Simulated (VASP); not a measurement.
# Cr (I4_1/amd) in VASP: relaxation of cell and atoms with PBEsol

Aim: the relaxation of cell and atoms of Cr with PBEsol.

Everything below comes from runs of VASP 6.6.1. Logs are shortened: lines on timing, memory, paths and dates and some standing lists are left out, and cuts for length are marked.

### Step 1. The cell of the first run

Symmetry: I4_1/amd, No. 141, tetragonal system. Conventional cell: a = 4.436 Å, b = 4.436 Å, c = 2.413 Å, α = 90.00°, β = 90.00°, γ = 90.00°. Cr (site symmetry -4m2) has 10 Cr at 2.30 to 2.86 Å within 3.0 Å.

### Step 2. Relaxation of cell and atoms, PBEsol

The input, INCAR:

```
SYSTEM = Cr
ALGO     = Fast           ! electronic algorithm
EDIFF    = 1E-6           ! SCF threshold, eV
EDIFFG   = -0.01          ! ionic threshold
ENCUT    = 600            ! plane-wave cutoff, eV
GGA      = PS             ! functional
IBRION   = 2              ! ionic algorithm
ISIF     = 3              ! what is computed and relaxed
ISMEAR   = 0              ! smearing method
LASPH    = .True.         ! aspherical terms in the spheres
LCHARG   = .False.        ! write CHGCAR
LREAL    = .False.        ! projectors in reciprocal space
LWAVE    = .False.        ! write WAVECAR
NELM     = 100            ! most SCF steps
NSW      = 100            ! ionic steps
PREC     = Accurate       ! precision mode
SIGMA    = 0.1            ! smearing width, eV
```

The input, KPOINTS:

```
k-points
0
Gamma
  26 26 26
  0 0 0
```

The input, POSCAR:

```
Cr
1.0
   -2.2179911036      2.2179911036      1.2064254753
    2.2179911036     -2.2179911036      1.2064254753
    2.2179911036      2.2179911036     -1.2064254753
Cr
2
Direct
    0.0000000000      0.0000000000      0.0000000000
    0.7500000000      0.2500000000      0.5000000000
```

Potentials or basis: VASP PAW PBE potentials, release 64 (Cr_pv).

Run with:

```bash
$ cat potpaw_PBE.64/Cr_pv/POTCAR > POTCAR
$ mpirun -np 1 vasp_std > vasp.out
```

OUTCAR:

```text
SYSTEM = Cr
   EDIFF = 1E-6
   EDIFFG = -0.01
   ENCUT = 600
   GGA = PS
   IBRION = 2
   ISIF = 3
   ISMEAR = 0
   LASPH = .True.
   LREAL = .False.
   NELM = 100
   NSW = 100
   PREC = Accurate

 ion  position               nearest neighbor table
   1  0.000  0.000  0.000-   2 2.30   2 2.30   2 2.30   2 2.30   2 2.86   2 2.86   2 2.86   2 2.86

   2  0.750  0.250  0.500-   1 2.30   1 2.30   1 2.30   1 2.30   1 2.86   1 2.86   1 2.86   1 2.86

  LATTYP: Found a body centered tetragonal cell.
 ALAT       =     4.4359822072
 C/A-ratio  =     0.5439271029

  Lattice vectors:

 A1 = (  -2.2179911036,   2.2179911036,   1.2064254753)
 A2 = (   2.2179911036,  -2.2179911036,   1.2064254753)
 A3 = (   2.2179911036,   2.2179911036,  -1.2064254753)

Analysis of symmetry for initial positions (statically):
=====================================================================
 Subroutine PRICEL returns:
 Original cell was already a primitive cell.

 Routine SETGRP: Setting up the symmetry group for a
 body centered tetragonal supercell.

 Subroutine GETGRP returns: Found 16 space group operations
 (whereof  8 operations were pure point group operations)
 out of a pool of 16 trial point group operations.

The static configuration has the point symmetry D_2d.
 The point group associated with its full space group is D_4h.

Analysis of symmetry for dynamics (positions and initial velocities):
=====================================================================
 Subroutine PRICEL returns:
 Original cell was already a primitive cell.

 Routine SETGRP: Setting up the symmetry group for a
 body centered tetragonal supercell.

 Subroutine GETGRP returns: Found 16 space group operations
 (whereof  8 operations were pure point group operations)
 out of a pool of 16 trial point group operations.

The dynamic configuration has the point symmetry D_2d.
 The point group associated with its full space group is D_4h.

 Subroutine INISYM returns: Found 16 space group operations
 (whereof  8 operations are pure point group operations),
 and found     1 'primitive' translations

----------------------------------------------------------------------------------------

                                     Primitive cell

  volume of cell :      23.7400

  direct lattice vectors                    reciprocal lattice vectors
    -2.217991104  2.217991104  1.206425475     0.000000000  0.225429218  0.414447482
     2.217991104 -2.217991104  1.206425475     0.225429218  0.000000000  0.414447482
     2.217991104  2.217991104 -1.206425475     0.225429218  0.225429218  0.000000000

  length of vectors
     3.360718896  3.360718896  3.360718896     0.471789198  0.471789198  0.318805057

  position of ions in fractional coordinates (direct lattice)
     0.000000000  0.000000000  0.000000000
     0.750000000  0.250000000  0.500000000

  ion indices of the primitive-cell ions
   primitive index   ion index
                 1           1
                 2           2

----------------------------------------------------------------------------------------

 KPOINTS: k-points

Automatic generation of k-mesh.
 Grid dimensions read from file:
 generate k-points for:   26   26   26

 Generating k-lattice:

  Cartesian coordinates                     Fractional coordinates (reciprocal lattice)
     0.000000000  0.008670355  0.015940288     0.038461538  0.000000000  0.000000000
     0.008670355  0.000000000  0.015940288     0.000000000  0.038461538  0.000000000
     0.008670355  0.008670355  0.000000000     0.000000000  0.000000000  0.038461538

  Length of vectors
     0.018145738  0.018145738  0.012261733

  Shift w.r.t. Gamma in fractional coordinates (k-lattice)
     0.000000000  0.000000000  0.000000000

 Subroutine IBZKPT returns following result:
 ===========================================

 Found   1330 irreducible k-points:

 Following reciprocal coordinates:
            Coordinates               Weight
  0.000000  0.000000  0.000000      1.000000
  0.038462  0.000000 -0.000000      8.000000
  0.076923  0.000000 -0.000000      8.000000
  0.115385  0.000000  0.000000      8.000000
  0.153846  0.000000 -0.000000      8.000000
  0.192308  0.000000  0.000000      8.000000
[... 16 lines left out ...]
  0.346154  0.038462  0.000000     16.000000
  0.384615  0.038462  0.000000     16.000000
 [... further k-points ...]
   k-points           NKPTS =   1330   k-points in BZ     NKDIM =   1330   number of bands    NBANDS=     16
   number of dos      NEDOS =    301   number of ions     NIONS =      2
   total plane-waves  NPLWV =  21952
   dimension x,y,z NGX =    28 NGY =   28 NGZ =   28
   dimension x,y,z NGXF=    56 NGYF=   56 NGZF=   56
   ions per type =               2
   NGX,Y,Z   is equivalent  to a cutoff of  13.85, 13.85, 13.85 a.u.
   NGXF,Y,Z  is equivalent  to a cutoff of  27.70, 27.70, 27.70 a.u.
 SYSTEM =  Cr
   PREC   = accura    normal or accurate (medium, high low for compatibility)
   ISTART =      0    job   : 0-new  1-cont  2-samecut
   ICHARG =      2    charge: 1-file 2-atom 10-const
   ISPIN  =      1    spin polarized calculation?
   LNONCOLLINEAR =      F non collinear calculations
   LSORBIT =      F    spin-orbit coupling
   LASPH  =      T    aspherical Exc in radial PAW
   ENCUT  =  600.0 eV  44.10 Ry    6.64 a.u.   6.71  6.71  6.71*2*pi/ulx,y,z
   NELM   =    100;   NELMIN=  2; NELMDL= -5     # of ELM steps
   EDIFF  = 0.1E-05   stopping-criterion for ELM
   LREAL  =      F    real-space projection
   EDIFFG = -.1E-01   stopping-criterion for IOM
   NSW    =    100    number of steps for IOM
   IBRION =      2    ionic relax: 0-MD 1-quasi-New 2-CG
   NFREE  =      1    steps in history (QN), initial steepest desc. (CG)
   ISIF   =      3    stress and relaxation
   ISYM   =      2    0-nonsym 1-usesym 2-fastsym
   POTIM  = 0.5000    time-step for ionic-motion
   TEBEG  =    0.0;   TEEND  =   0.0 temperature during run
   PSTRESS=    0.0 pullay stress
   NELECT =      24.0000    total number of electrons
   NUPDOWN=      -1.0000    fix difference up-down
   EMIN   =  10.00;   EMAX   =-10.00  energy-range for DOS
   EFERMI =   0.00;   METHOD = LEGACY
   ISMEAR =     0;   SIGMA  =   0.10  broadening in eV -4-tet -1-fermi 0-gaus
   EFERMI_NEDOS =   21; number of points for ismear=-14 and -15
   IALGO  =     68    algorithm
   IMIX   =      4    mixing-type and parameters
     AMIX     =   0.40;   BMIX     =  1.00
     AMIX_MAG =   1.60;   BMIX_MAG =  1.00
  volume/ion in A,a.u.               =      11.87        80.10
  Fermi-wavevector in a.u.,A,eV,Ry     =   1.643054  3.104922 36.730655  2.699627
  Thomas-Fermi vector in A             =   2.733253
   LORBIT       =      0    0 simple, 1 ext, 2 COOP (PROOUT), +10 PAW based schemes
   GGA     = PS    functional components
   LHFCALC =     F    Hartree Fock is set to
   AEXX    =    0.0000 exact exchange contribution
   IVDW    =     0    specifies the selected vdW correction
   LEPSILON=     F    determine dielectric tensor
   LRPA    =     F    only Hartree local field effects (RPA)
 conjugate gradient relaxation of ions
 non-spin polarized calculation
 RMM-DIIS sequential band-by-band and
 Gauss-broadening in eV      SIGMA  =   0.10
  energy-cutoff  :      600.00
  volume of cell :       23.74
 maximum number of plane-waves:       805
   NGX = 13   NGY = 13   NGZ = 13

--------------------------------------- Ionic step        1  -------------------------------------------

 number of electron      23.9999997 magnetization

 Free energy of the ion-electron system (eV)
  ---------------------------------------------------
  ext. energy  EPLUGINS =         0.00000000
  ---------------------------------------------------
  free energy    TOTEN  =       -18.97794188 eV

  energy without entropy =      -18.96518302  energy(sigma->0) =      -18.97156245

------------------------ aborting loop because EDIFF is reached ----------------------------------------

  FORCE on cell =-STRESS in cart. coord.  units (eV):
  Direction    XX          YY          ZZ          XY          YZ          ZX
  --------------------------------------------------------------------------------------
  -------------------------------------------------------------------------------------
  Total       -0.0084360     -0.0084360     -0.1553638      0.0000000      0.0000000      0.0000000
  in kB       -0.5693369     -0.5693369    -10.4852891      0.0000000      0.0000000      0.0000000
  external PRESSURE =      -3.8746543 kB  Pullay stress =       0.0000000 kB
[... 129 lines left out ...]
  energy  without entropy=      -18.9656468725  energy(sigma->0) =      -18.97193994

--------------------------------------- Ionic step        5  -------------------------------------------

 number of electron      23.9999994 magnetization

 Free energy of the ion-electron system (eV)
  ---------------------------------------------------
  ext. energy  EPLUGINS =         0.00000000
  ---------------------------------------------------
  free energy    TOTEN  =       -18.97830396 eV

  energy without entropy =      -18.96579591  energy(sigma->0) =      -18.97204993

 E-fermi :  10.5953     XC(G=0): -13.5988

 val. band max:       10.5946527740   @ k =  -0.3077   0.3462   0.0769
 cond. band min:      10.5958071607   @ k =   0.1154   0.0000   0.0000
 fundamental gap:      0.0011543866
 Fermi energy:        10.5953380877

 k-point     1 :       0.0000    0.0000    0.0000
  band No.  band energies     occupation
      1     -32.7308      2.00000
      2     -32.7308      2.00000
      3     -31.8174      2.00000
      4     -31.8054      2.00000
      5     -31.7470      2.00000
      6     -31.7470      2.00000
[... 8 lines left out ...]
     15      11.7501      0.00000
     16      13.2343      0.00000
[... 420 lines left out ...]
  band No.  band energies     occupation
      1     -32.7189      2.00000
      2     -32.6391      2.00000
      3     -32.5833      2.00000
      4     -32.2395      2.00000
      5     -31.9570      2.00000
      6     -31.6962      2.00000
[... 8 lines left out ...]
     15      12.3209      0.00000
     16      13.3037      0.00000

 [... further k-points ...]

------------------------ aborting loop because EDIFF is reached ----------------------------------------

  FORCE on cell =-STRESS in cart. coord.  units (eV):
  Direction    XX          YY          ZZ          XY          YZ          ZX
  --------------------------------------------------------------------------------------
  -------------------------------------------------------------------------------------
  Total       -0.0113576     -0.0113576      0.0100799      0.0000000      0.0000000      0.0000000
  in kB       -0.7683498     -0.7683498      0.6819164      0.0000000      0.0000000      0.0000000
  external PRESSURE =      -0.2849277 kB  Pullay stress =       0.0000000 kB
[... 17 lines left out ...]
  FREE ENERGIE OF THE ION-ELECTRON SYSTEM (eV)
  ---------------------------------------------------
  free  energy   TOTEN  =       -18.9783039585 eV

  energy  without entropy=      -18.9657959096  energy(sigma->0) =      -18.97204993

 reached required accuracy - stopping structural energy minimisation
```

It took 44 min on 1 thread of Oxide Virtual Turin-like, shared host; peak memory 0.58 GiB.

Results:

```yaml
Free_energy: -18.9783 eV
Relaxed_volume: 11.84 Å³/atom
Relaxed_cell: a = 3.363 Å, b = 3.363 Å, c = 3.363 Å, α = 97.32°, β = 97.32°, γ = 138.18°
Space_group_after_relaxing_to_0.1_Å: I4_1/amd (No. 141)
Energy_gained_by_relaxing: 0.2 meV/atom
Ionic_steps: 5
Pressure_after_relaxing: 0.0 GPa
Band_gap_on_the_k_mesh: zero (bands 12 and 13 overlap by 1.98 eV)
```

The path:
| step | energy change (eV) | largest force (eV/Å) | pressure (GPa) | volume (Å³) |
| --- | --- | --- | --- | --- |
| 1 | 0.0000 | 0.0000 | -0.39 | 23.74 |
| 2 | -0.0003 | 0.0000 | 0.35 | 23.64 |
| 3 | -0.0003 | 0.0000 | 0.19 | 23.65 |
| 4 | -0.0003 | 0.0000 | 0.34 | 23.65 |
| 5 | -0.0004 | 0.0000 | -0.03 | 23.68 |

Final structure:
```
Cr
1.0
    -2.22123    2.22123    1.20003
     2.22123   -2.22123    1.20003
     2.22123    2.22123   -1.20003
Cr
2
Direct
  0.00000 0.00000 0.00000
  0.75000 0.25000 0.50000
```

Levels at points of the mesh, in eV from the Fermi level:
```
           k point  band 8  band 9  band 10  band 11  band 12  band 13  band 14  band 15  band 16
(0.00, 0.00, 0.00)   -4.78   -2.91    -2.46    -1.85     1.11     1.11     1.15     1.15     2.64
(0.50, 0.00, 0.00)   -4.01   -2.68    -1.84    -0.42    -0.23     0.17     1.22     2.18     2.21
(0.50, 0.50, 0.00)   -4.51   -2.35    -2.35    -1.09    -1.09     0.71     0.71     1.80     1.80
(0.50, 0.50, 0.50)   -3.69   -1.79    -1.79    -0.41    -0.41     0.58     0.58     1.39     1.39
```

Caveat: the PAW data sets were made with another functional, which shifts forces and pressure a little; the run has no spin polarisation, though such a crystal can be magnetic.
